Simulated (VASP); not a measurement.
# Rh (P6_3/mmc) in VASP: further runs, part 2 of 2

VASP 6.6.1.

## 3. Single point, PBE (13.67 Å³/atom)

This run uses another cell than the first one, of 13.67 Å³/atom.

File INCAR:

```
SYSTEM = Rh
  PREC = Accurate
  ENCUT = 520
  EDIFF = 1E-6
  ISMEAR = 0
  SIGMA = 0.1
  LREAL = .False.
  LASPH = .True.
  NELM = 80
  ALGO = Fast
  ISIF = 2
  LWAVE = .False.
  LCHARG = .False.
  GGA = PE
  NBANDS = 22
```

File KPOINTS:

```
Automatic mesh
0
Gamma
  18 18 10
  0 0 0
```

File POSCAR:

```
Rh
1.0
    2.6964058662      0.0000000000      0.0000000000
   -1.3482029331      2.3351559791      0.0000000000
    0.0000000000      0.0000000000      4.3433119169
Rh
2
Direct
    0.6666666667      0.3333333333      0.7500000000
    0.3333333333      0.6666666667      0.2500000000
```

Potentials or basis: VASP PAW PBE potentials, release 64 (Rh_pv).

Run with:

```console
> cat potpaw_PBE.64/Rh_pv/POTCAR > POTCAR
> mpirun -np 1 vasp_std > vasp.out
```

Run time: 2.7 min. Hardware: 1 thread of Intel Xeon 8259CL, shared host; peak memory 0.22 GiB.

The run converged. Its results:

| Property | Result |
| --- | --- |
| Free energy | -14.4285 eV |
| Pressure | 8.4 GPa |
| Band gap on the k mesh | zero (bands 15 and 16 overlap by 2.44 eV) |

Levels at points of the mesh, in eV from the Fermi level:
| k point | band 12 | band 13 | band 14 | band 15 | band 16 | band 17 | band 18 | band 19 |
| --- | --- | --- | --- | --- | --- | --- | --- | --- |
| (0.00, 0.00, 0.00) | -2.54 | -2.54 | -1.97 | -1.97 | 0.12 | 0.12 | 0.75 | 8.74 |
| (0.50, 0.00, 0.00) | -2.26 | -2.20 | 0.40 | 0.64 | 0.72 | 3.03 | 5.16 | 10.40 |
| (0.00, 0.00, 0.50) | -3.19 | -3.19 | -3.19 | -0.45 | -0.45 | -0.45 | -0.45 | 14.89 |
| (0.50, 0.00, 0.50) | -1.72 | -0.33 | -0.33 | 0.59 | 0.59 | 2.68 | 2.68 | 9.38 |

Caveat: the cell stands under pressure.

## 4. Single point, PBE (14.52 Å³/atom)

This run uses another cell than the first one, of 14.52 Å³/atom.

File INCAR:

```
SYSTEM = Rh
PREC = Accurate ; ENCUT = 520
EDIFF = 1E-7 ; ISMEAR = 0
SIGMA = 0.1 ; LREAL = .FALSE.
LASPH = .TRUE. ; NELM = 80
ALGO = Fast ; ISIF = 2
LWAVE = .FALSE. ; LCHARG = .TRUE.
GGA = PE ; LELF = .TRUE.
LVHAR = .TRUE. ; NBANDS = 22
```

File KPOINTS:

```
regular mesh
0
G
  18 18 10
  0 0 0
```

File POSCAR:

```
Rh
1.0
    2.7526962365      0.0000000000      0.0000000000
   -1.3763481182      2.3839048697      0.0000000000
    0.0000000000      0.0000000000      4.4252769782
Rh
2
Direct
    0.6666666667      0.3333333333      0.7500000000
    0.3333333333      0.6666666667      0.2500000000
```

Potentials or basis: VASP PAW PBE potentials, release 64 (Rh_pv).

Run with:

```console
> cat potpaw_PBE.64/Rh_pv/POTCAR > POTCAR
> mpirun -np 1 vasp_std > vasp.out
```

OUTCAR:

```text
SYSTEM = Rh
   PREC = Accurate
   ENCUT = 520
   EDIFF = 1E-7
   ISMEAR = 0
   LREAL = .FALSE.
   LASPH = .TRUE.
   NELM = 80
   ISIF = 2
   GGA = PE

 ion  position               nearest neighbor table
   1  0.667  0.333  0.750-   2 2.72   2 2.72   2 2.72   2 2.72   2 2.72   2 2.72
   2  0.333  0.667  0.250-   1 2.72   1 2.72   1 2.72   1 2.72   1 2.72   1 2.72

  LATTYP: Found a hexagonal cell.
 ALAT       =     2.7526962365
 C/A-ratio  =     1.6076154425

  Lattice vectors:

 A1 = (   2.7526962365,   0.0000000000,   0.0000000000)
 A2 = (  -1.3763481182,   2.3839048697,   0.0000000000)
[... 192 lines left out ...]
      5     -35.3323      2.00000
      6     -35.3323      2.00000
[... 589 lines left out ...]
     21      22.5394      0.00000
     22      25.5031      0.00000

 [... further k-points ...]
[... 5 lines left out ...]
  --------------------------------------------------------------------------------------
  -------------------------------------------------------------------------------------
  Total       -1.2548468     -1.2548468     -1.2481546     -0.0000000     -0.0000000      0.0000000
  in kB      -69.2330777    -69.2330777    -68.8638512     -0.0000000     -0.0000000      0.0000000
  external PRESSURE =     -69.1100022 kB  Pullay stress =       0.0000000 kB

 VOLUME and BASIS-vectors are now :
 -----------------------------------------------------------------------------
  energy-cutoff  :      520.00
  volume of cell :       29.04
      direct lattice vectors                 reciprocal lattice vectors
     2.752696236  0.000000000  0.000000000     0.363280186  0.209739913  0.000000000
    -1.376348118  2.383904870  0.000000000     0.000000000  0.419479826  0.000000000
     0.000000000  0.000000000  4.425276978     0.000000000  0.000000000  0.225974556

 POSITION                                       TOTAL-FORCE (eV/Angst)
 -----------------------------------------------------------------------------------
      1.37635      0.79463      3.31896         0.000000     -0.000000      0.000000
     -0.00000      1.58927      1.10632        -0.000000      0.000000      0.000000
 -----------------------------------------------------------------------------------
    total drift:                               -0.000000      0.000000     -0.000000

  FREE ENERGIE OF THE ION-ELECTRON SYSTEM (eV)
  ---------------------------------------------------
  free  energy   TOTEN  =       -14.4326240150 eV

  energy  without entropy=      -14.4150245203  energy(sigma->0) =      -14.42382427
```

stdout:

```text
POSCAR found type information on POSCAR Rh
 POSCAR found :  1 types and       2 ions
 scaLAPACK will be used
 LDA part: xc-table for (Slater+PW92), standard interpolation
 POSCAR, INCAR and KPOINTS ok, starting setup
 FFT: planning ... GRIDC
 FFT: planning ... GRID_SOFT
 FFT: planning ... GRID
 WAVECAR not read
 entering main loop
```

Run time: 3.5 min. Hardware: 1 thread of Intel Xeon 8259CL, shared host; peak memory 0.23 GiB.

Results:

| Item | Value |
| --- | --- |
| Free energy | -14.4326 eV |
| Pressure | -6.9 GPa |
| Band gap on the k mesh | zero (bands 15 and 16 overlap by 2.21 eV) |

Levels at points of the mesh, in eV from the Fermi level:
```csv
k point,band 13,band 14,band 15,band 16,band 17,band 18
"(0.00, 0.00, 0.00)",-2.30,-1.81,-1.81,0.11,0.11,0.84
"(0.50, 0.00, 0.00)",-2.01,0.35,0.57,0.64,2.85,4.84
"(0.00, 0.00, 0.50)",-2.91,-2.91,-0.42,-0.42,-0.42,-0.42
"(0.50, 0.00, 0.50)",-0.28,-0.28,0.53,0.53,2.59,2.59
```

Caveat: the cell stands under tension.

## 5. Overview

| cell | further INCAR settings | gap on the mesh (eV) | pressure (GPa) |
| --- | --- | --- | --- |
| a = 2.668, b = 2.668, c = 4.300 Å, angles 90.0, 90.0, 120.0°, 2 atoms | ALGO = Fast; EDIFF = 1e-07; NBANDS = 22 | none | 18.6 |
| a = 2.696, b = 2.696, c = 4.343 Å, angles 90.0, 90.0, 120.0°, 2 atoms | ALGO = Fast; EDIFF = 1e-06; NBANDS = 22 | none | 8.4 |
| a = 2.753, b = 2.753, c = 4.425 Å, angles 90.0, 90.0, 120.0°, 2 atoms | ALGO = Fast; EDIFF = 1e-07; NBANDS = 22 | none | -6.9 |

Alike in all rows: task single point; level PBE; potentials or basis VASP PAW PBE potentials, release 64 (Rh_pv); no spin polarisation; k mesh 18 × 18 × 10; cutoff (eV) 520; smearing gaussian 0.1 eV.

Caveats: the cell stands under pressure (at least some runs); the cell stands under tension (at least some runs).

Total energies depend on the potentials used, so only differences within one code and one set of settings carry meaning.
